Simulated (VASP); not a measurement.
# MgS (Fm-3m) in VASP: further runs

The runs below take MgS through vibrations by perturbation theory, with LDA.

All numbers are computed with VASP 6.6.1; they aren't measurements. Logs are shortened: lines on timing, memory, paths and dates and some standing lists are left out, and cuts for length are marked.

## (1) The cell of the first run

It takes space group Fm-3m (No. 225, cubic). Conventional cell: a = 5.103 Å, b = 5.103 Å, c = 5.103 Å, α = 90.00°, β = 90.00°, γ = 90.00°. Mg (site symmetry m-3m) has 6 S at 2.55 Å within 3.4 Å. Within 3.4 Å of S (site symmetry m-3m) lie 6 Mg at 2.55 Å.

## (2) Vibrations by perturbation theory, LDA (16.61 Å³/atom)

INCAR

```
ALGO     = Normal         # electronic algorithm
EDIFF    = 1E-8           # SCF threshold, eV
ENCUT    = 520            # plane-wave cutoff, eV
GGA      = CA             # functional
IBRION   = 8              # ionic algorithm
ISIF     = 2              # what is computed and relaxed
ISMEAR   = 0              # smearing method
LASPH    = True           # aspherical terms in the spheres
LCHARG   = False          # write CHGCAR
LREAL    = False          # projectors in reciprocal space
LWAVE    = False          # write WAVECAR
NELM     = 60             # most SCF steps
NSW      = 1              # ionic steps
PREC     = Accurate       # precision mode
SIGMA    = 0.01           # smearing width, eV
```

KPOINTS

```
k-points
0
Gamma
  8 8 8
```

POSCAR

```
MgS
1.0
    0.0000000000      2.5512968844      2.5512968844
    2.5512968844      0.0000000000      2.5512968844
    2.5512968844      2.5512968844      0.0000000000
Mg S
1 1
Direct
    0.0000000000      0.0000000000      0.0000000000
    0.5000000000      0.5000000000      0.5000000000
```

Potentials or basis: VASP PAW LDA potentials, release 64 (Mg, S).

The run is started by

```
$ cat potpaw_LDA.64/Mg/POTCAR potpaw_LDA.64/S/POTCAR > POTCAR
$ mpirun -np 1 vasp_std > vasp.out
```

OUTCAR:

```text
EDIFF = 1E-8
   ENCUT = 520
   GGA = CA
   IBRION = 8
   ISIF = 2
   ISMEAR = 0
   LASPH = True
   LREAL = False
   NELM = 60
   NSW = 1
   PREC = Accurate

 ion  position               nearest neighbor table
   1  0.000  0.000  0.000-   2 2.55   2 2.55   2 2.55   2 2.55   2 2.55   2 2.55
   2  0.500  0.500  0.500-   1 2.55   1 2.55   1 2.55   1 2.55   1 2.55   1 2.55

  LATTYP: Found a face centered cubic cell.
 ALAT       =     5.1025937688

  Lattice vectors:

 A1 = (   0.0000000000,   2.5512968844,   2.5512968844)
 A2 = (   2.5512968844,   0.0000000000,   2.5512968844)
 A3 = (   2.5512968844,   2.5512968844,   0.0000000000)

Analysis of symmetry for initial positions (statically):
=====================================================================
 Subroutine PRICEL returns:
 Original cell was already a primitive cell.

 Routine SETGRP: Setting up the symmetry group for a
 face centered cubic supercell.

 Subroutine GETGRP returns: Found 48 space group operations
 (whereof 48 operations were pure point group operations)
 out of a pool of 48 trial point group operations.

The static configuration has the point symmetry O_h .

Analysis of symmetry for dynamics (positions and initial velocities):
=====================================================================
 Subroutine PRICEL returns:
 Original cell was already a primitive cell.

 Routine SETGRP: Setting up the symmetry group for a
 face centered cubic supercell.

 Subroutine GETGRP returns: Found 48 space group operations
 (whereof 48 operations were pure point group operations)
 out of a pool of 48 trial point group operations.

The dynamic configuration has the point symmetry O_h .

 Subroutine INISYM returns: Found 48 space group operations
 (whereof 48 operations are pure point group operations),
 and found     1 'primitive' translations

----------------------------------------------------------------------------------------

                                     Primitive cell

  volume of cell :      33.2134

  direct lattice vectors                    reciprocal lattice vectors
     0.000000000  2.551296884  2.551296884    -0.195978760  0.195978760  0.195978760
     2.551296884  0.000000000  2.551296884     0.195978760 -0.195978760  0.195978760
     2.551296884  2.551296884  0.000000000     0.195978760  0.195978760 -0.195978760

  length of vectors
     3.608078656  3.608078656  3.608078656     0.339445170  0.339445170  0.339445170

  position of ions in fractional coordinates (direct lattice)
     0.000000000  0.000000000  0.000000000
     0.500000000  0.500000000  0.500000000

  ion indices of the primitive-cell ions
   primitive index   ion index
                 1           1
                 2           2

----------------------------------------------------------------------------------------

 KPOINTS: k-points

Automatic generation of k-mesh.
 Grid dimensions read from file:
 generate k-points for:    8    8    8

 Generating k-lattice:

  Cartesian coordinates                     Fractional coordinates (reciprocal lattice)
    -0.024497345  0.024497345  0.024497345     0.125000000  0.000000000  0.000000000
     0.024497345 -0.024497345  0.024497345     0.000000000  0.125000000  0.000000000
     0.024497345  0.024497345 -0.024497345     0.000000000  0.000000000  0.125000000

  Length of vectors
     0.042430646  0.042430646  0.042430646

  Shift w.r.t. Gamma in fractional coordinates (k-lattice)
     0.000000000  0.000000000  0.000000000

 Subroutine IBZKPT returns following result:
 ===========================================

 Found     29 irreducible k-points:

 Following reciprocal coordinates:
            Coordinates               Weight
  0.000000  0.000000  0.000000      1.000000
  0.125000  0.000000  0.000000      8.000000
  0.250000  0.000000  0.000000      8.000000
  0.375000  0.000000  0.000000      8.000000
  0.500000  0.000000  0.000000      4.000000
  0.125000  0.125000  0.000000      6.000000
[... 16 lines left out ...]
  0.500000  0.250000  0.125000     48.000000
 -0.375000  0.250000  0.125000     24.000000
 [... further k-points ...]
   k-points           NKPTS =     29   k-points in BZ     NKDIM =     29   number of bands    NBANDS=      8
   number of dos      NEDOS =    301   number of ions     NIONS =      2
   total plane-waves  NPLWV =  21952
   dimension x,y,z NGX =    28 NGY =   28 NGZ =   28
[... 20 lines left out ...]
   ISIF   =      2    stress and relaxation
   ISYM   =      2    0-nonsym 1-usesym 2-fastsym
   POTIM  = 0.5000    time-step for ionic-motion
   TEBEG  =    0.0;   TEEND  =   0.0 temperature during run
   PSTRESS=    0.0 pullay stress
   NELECT =       8.0000    total number of electrons
   NUPDOWN=      -1.0000    fix difference up-down
   EMIN   =  10.00;   EMAX   =-10.00  energy-range for DOS
   EFERMI =   0.00;   METHOD = LEGACY
   ISMEAR =     0;   SIGMA  =   0.01  broadening in eV -4-tet -1-fermi 0-gaus
   EFERMI_NEDOS =   21; number of points for ismear=-14 and -15
   IALGO  =     38    algorithm
   IMIX   =      4    mixing-type and parameters
     AMIX     =   0.40;   BMIX     =  1.00
     AMIX_MAG =   1.60;   BMIX_MAG =  1.00
  volume/ion in A,a.u.               =      16.61       112.07
  Fermi-wavevector in a.u.,A,eV,Ry     =   1.018593  1.924861 14.116463  1.037531
  Thomas-Fermi vector in A             =   2.152059
   LORBIT       =      0    0 simple, 1 ext, 2 COOP (PROOUT), +10 PAW based schemes
   GGA     = CA    functional components
   LHFCALC =     F    Hartree Fock is set to
   AEXX    =    0.0000 exact exchange contribution
   IVDW    =     0    specifies the selected vdW correction
   LEPSILON=     F    determine dielectric tensor
   LRPA    =     F    only Hartree local field effects (RPA)
 non-spin polarized calculation
 Gauss-broadening in eV      SIGMA  =   0.01
  energy-cutoff  :      520.00
  volume of cell :       33.21
 maximum number of plane-waves:       934
   NGX = 13   NGY = 13   NGZ = 13

--------------------------------------- Ionic step        1  -------------------------------------------

 number of electron       7.9999999 magnetization

 Free energy of the ion-electron system (eV)
  ---------------------------------------------------
  ext. energy  EPLUGINS =         0.00000000
  ---------------------------------------------------
  free energy    TOTEN  =        -9.59167400 eV

  energy without entropy =       -9.59167400  energy(sigma->0) =       -9.59167400

 E-fermi :   4.2092     XC(G=0): -10.2312

 val. band max:        4.1255342685   @ k =   0.0000   0.0000   0.0000
 cond. band min:       6.8071106815   @ k =   0.5000   0.5000   0.0000
 fundamental gap:      2.6815764131
 Fermi energy:         4.2091742458

 k-point     1 :       0.0000    0.0000    0.0000
  band No.  band energies     occupation
      1      -8.8645      2.00000
      2       4.1255      2.00000
      3       4.1255      2.00000
      4       4.1255      2.00000
      5       8.0951      0.00000
      6      11.9185      0.00000
      7      11.9185      0.00000
      8      11.9185      0.00000
[... 243 lines left out ...]
 k-point    24 :      -0.3750    0.2500    0.1250
  band No.  band energies     occupation
      1      -7.1481      2.00000
      2      -0.5477      2.00000
      3       1.7709      2.00000
      4       2.8448      2.00000
      5       9.6529      0.00000
      6      10.1997      0.00000
      7      12.5738      0.00000
      8      13.6963      0.00000

 [... further k-points ...]

------------------------ aborting loop because EDIFF is reached ----------------------------------------

  FORCE on cell =-STRESS in cart. coord.  units (eV):
  Direction    XX          YY          ZZ          XY          YZ          ZX
  --------------------------------------------------------------------------------------
  -------------------------------------------------------------------------------------
  Total        0.1543426      0.1543426      0.1543426      0.0000000      0.0000000     -0.0000000
  in kB        7.4453220      7.4453220      7.4453220      0.0000000      0.0000000     -0.0000000
  external PRESSURE =       7.4453220 kB  Pullay stress =       0.0000000 kB

 VOLUME and BASIS-vectors are now :
 -----------------------------------------------------------------------------
  energy-cutoff  :      520.00
  volume of cell :       33.21
      direct lattice vectors                 reciprocal lattice vectors
     0.000000000  2.551296884  2.551296884    -0.195978760  0.195978760  0.195978760
     2.551296884  0.000000000  2.551296884     0.195978760 -0.195978760  0.195978760
     2.551296884  2.551296884  0.000000000     0.195978760  0.195978760 -0.195978760

 POSITION                                       TOTAL-FORCE (eV/Angst)
 -----------------------------------------------------------------------------------
      0.00000      0.00000      0.00000        -0.000000      0.000000      0.000000
      2.55130      2.55130      2.55130         0.000000     -0.000000     -0.000000
 -----------------------------------------------------------------------------------
    total drift:                                0.000000      0.000000      0.000000

  FREE ENERGIE OF THE ION-ELECTRON SYSTEM (eV)
  ---------------------------------------------------
  free  energy   TOTEN  =        -9.5916739966 eV

  energy  without entropy=       -9.5916739966  energy(sigma->0) =       -9.59167400

[... ionic steps 2 to 3 ...]

--------------------------------------- Ionic step        4  -------------------------------------------

------------------------ aborting loop because EDIFF is reached ----------------------------------------

[... ionic steps 5 to 6 ...]

--------------------------------------- Ionic step        7  -------------------------------------------

 Free energy of the ion-electron system (eV)
  ---------------------------------------------------
  ---------------------------------------------------
  free energy    TOTEN  =        -0.10511954 eV

  energy without entropy =       -0.10511954

------------------------ aborting loop because EDIFF is reached ----------------------------------------

 INTERNAL STRAIN TENSOR  FOR ION    2  DIRECTION 1   (eV/Angst):
 -----------------------------------------------------------------------------
    -0.01406 -0.00000  0.00000
    -0.00000  0.01629  0.00000
     0.00000  0.00000  0.01629

 INTERNAL STRAIN TENSOR FOR ION    2 for displacements in x,y,z  (eV/Angst):
          X           Y           Z          XY          YZ          ZX
  --------------------------------------------------------------------------------
  x     0.00000     0.00000     0.00000     0.00000     0.00000     0.00000
  y     0.00000     0.00000     0.00000     0.00000     0.00000     0.00000
  z     0.00000     0.00000     0.00000     0.00000     0.00000     0.00000

 SECOND DERIVATIVES (NOT SYMMETRIZED)
 ------------------------------------
               1X          1Y          1Z          2X          2Y          2Z
  1X    -3.521045    0.000000    0.000000    3.521045    0.000000    0.000000
  1Y     0.000000   -3.521045    0.000000    0.000000    3.521045    0.000000
  1Z     0.000000    0.000000   -3.521045    0.000000    0.000000    3.521045
  2X     3.515297    0.000000    0.000000   -3.515297    0.000000    0.000000
  2Y     0.000000    3.515297    0.000000    0.000000   -3.515297    0.000000
  2Z     0.000000    0.000000    3.515297    0.000000    0.000000   -3.515297

 Eigenvectors and eigenvalues of the dynamical matrix
 ----------------------------------------------------

   1 f  =    7.886627 THz    49.553138 2PiTHz  263.069556 cm-1    32.616453 meV
             X         Y         Z           dx          dy          dz
      0.000000  0.000000  0.000000     0.000000    0.754479    0.000000
      2.551297  2.551297  2.551297     0.000000   -0.656324    0.000000
[... 21 lines left out ...]
   6 f/i=    0.003190 THz     0.020046 2PiTHz    0.106419 cm-1     0.013194 meV
             X         Y         Z           dx          dy          dz
      0.000000  0.000000  0.000000     0.000000    0.000000   -0.656324
      2.551297  2.551297  2.551297     0.000000    0.000000   -0.754479

--------------------------------------------------------------------------------------------------------

 ELASTIC MODULI CONTR FROM IONIC RELAXATION (kBar)
 Direction    XX          YY          ZZ          XY          YZ          ZX
 --------------------------------------------------------------------------------
 XX           0.0000      0.0000      0.0000      0.0000      0.0000      0.0000
 YY           0.0000      0.0000      0.0000      0.0000      0.0000      0.0000
 ZZ           0.0000      0.0000      0.0000      0.0000      0.0000      0.0000
 XY           0.0000      0.0000      0.0000      0.0000      0.0000      0.0000
 YZ           0.0000      0.0000      0.0000      0.0000      0.0000      0.0000
 ZX           0.0000      0.0000      0.0000      0.0000      0.0000      0.0000
 --------------------------------------------------------------------------------
```

Wall time 68 s (1 thread of Intel Xeon 8259CL, shared host); peak memory 0.19 GiB.

What came out:

- Highest phonon frequency at Γ, LO-TO splitting left out: 263 cm⁻¹

Phonon frequencies in cm⁻¹ (negative: imaginary):
```csv
q point,frequencies
"(0.000, 0.000, 0.000)",0 0 0 263 263 263
```

(Part 1 of 3 ends here.)
